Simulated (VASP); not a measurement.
Al8N9 (a cell with a defect): single point with PBEsol

Al8N9 (a cell with a defect):

```
Al N
1.0
     6.22600    0.00000    0.00000
    -3.11300    5.39187    0.00000
     0.00000    0.00000    4.98100
Al N
8 9
Direct
  0.16479 0.32958 0.99606
  0.33415 0.16708 0.49397
  0.16479 0.83521 0.99606
  0.33333 0.66667 0.52738
  0.66667 0.33333 0.98903
  0.83292 0.16708 0.49397
  0.67042 0.83521 0.99606
  0.83292 0.66585 0.49397
  0.18226 0.36452 0.37038
  0.33510 0.16755 0.87025
  0.18226 0.81774 0.37038
  0.33333 0.66667 0.88781
  0.66667 0.33333 0.37046
  0.83245 0.16755 0.87025
  0.63548 0.81774 0.37038
  0.83245 0.66490 0.87025
  0.00000 0.00000 0.32335
```

```json
{
  "Program": "VASP 6.6.1",
  "Task": "single point",
  "Functional": "PBEsol",
  "Potentials or basis": "VASP PAW PBE potentials, release 64 (Al, N)",
  "Cutoff": "520 eV",
  "k mesh": "3 × 3 × 2",
  "Occupations": "gaussian, width 0.02 eV",
  "Spin": "no spin polarisation",
  "Dipole correction": "no",
  "Further INCAR settings": "ALGO = Normal; EDIFF = 1e-06; NBANDS = 48"
}
```

```yaml
Pressure: 9.6 GPa
Largest_force: 0.014 eV/Å
Band_gap_on_the_k_mesh: zero (an odd number of electrons rules out a gap without spin polarisation)
```

Forces in eV/Å, atoms in the order of the input:
```
Al   0.000 -0.003  0.000
Al  -0.004 -0.002 -0.008
Al  -0.002  0.001  0.000
Al   0.000  0.000 -0.014
Al   0.000  0.000  0.001
Al   0.004 -0.002 -0.008
Al   0.002  0.001  0.000
Al   0.000  0.005 -0.008
N    0.000 -0.003  0.007
N   -0.002 -0.001  0.004
N   -0.003  0.002  0.007
N    0.000  0.000  0.011
N    0.000  0.000  0.000
N    0.002 -0.001  0.004
N    0.003  0.002  0.007
N    0.000  0.003  0.004
N    0.000  0.000 -0.005
```

Stress tensor (GPa, compression positive):
```
10.00  0.00  0.00
 0.00 10.00  0.00
 0.00  0.00  8.91
```

Levels at points of the mesh, in eV from the Fermi level:
| k point | band 32 | band 33 | band 34 | band 35 | band 36 | band 37 |
| --- | --- | --- | --- | --- | --- | --- |
| (0.00, 0.00, 0.00) | -2.39 | -2.37 | -1.58 | 0.18 | 0.18 | 2.20 |
| (0.00, 0.00, 0.50) | -2.56 | -2.56 | -2.14 | 0.09 | 0.09 | 3.12 |

Run time: 46 s on 1 thread of Intel(R) Xeon(R) Platinum 8488C (Sapphire Rapids) (shared host), peak memory 0.29 GiB.

Caveat: the k points lie up to 0.63 Å⁻¹ apart, too coarse for converged energies and pressures of a metal; the PAW data sets were made with another functional, which shifts forces and pressure a little.
